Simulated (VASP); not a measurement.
Here is a VASP 6.6.1 calculation.

File INCAR:

```
SYSTEM = Sb
ALGO = Normal
EDIFF = 1E-7
ENCUT = 520
GGA = PS
ISIF = 2
ISMEAR = 0
LASPH = .True.
LCHARG = .False.
LREAL = .False.
LWAVE = .False.
NBANDS = 8
NELM = 60
PREC = Accurate
SIGMA = 0.15
```

Contents of KPOINTS:

```
k-points
0
Gamma
  18 18 18
  0 0 0
```

File POSCAR:

```
Sb
1.0
   -1.8152006597      1.8713408863      1.8713408863
    1.8152006597     -1.8713408863      1.8713408863
    1.8152006597      1.8713408863     -1.8713408863
Sb
1
Direct
    0.0000000000      0.0000000000      0.0000000000
```

Potentials or basis: VASP PAW PBE potentials, release 64 (Sb).

Run with:

```bash
$ cat potpaw_PBE.64/Sb/POTCAR > POTCAR
$ mpirun -np 1 vasp_std > vasp.out
```

What does it give for the pressure?

1.5 GPa.

Stress tensor (GPa, compression positive):
```
2.56 0.00 0.00
0.00 1.02 0.00
0.00 0.00 1.02
```

Caveat: the cell differs from its parent crystal (strain -0.0300 x Voigt [1, 0, 0, 0, 0, 0]); the PAW data sets were made with another functional, which shifts forces and pressure a little.
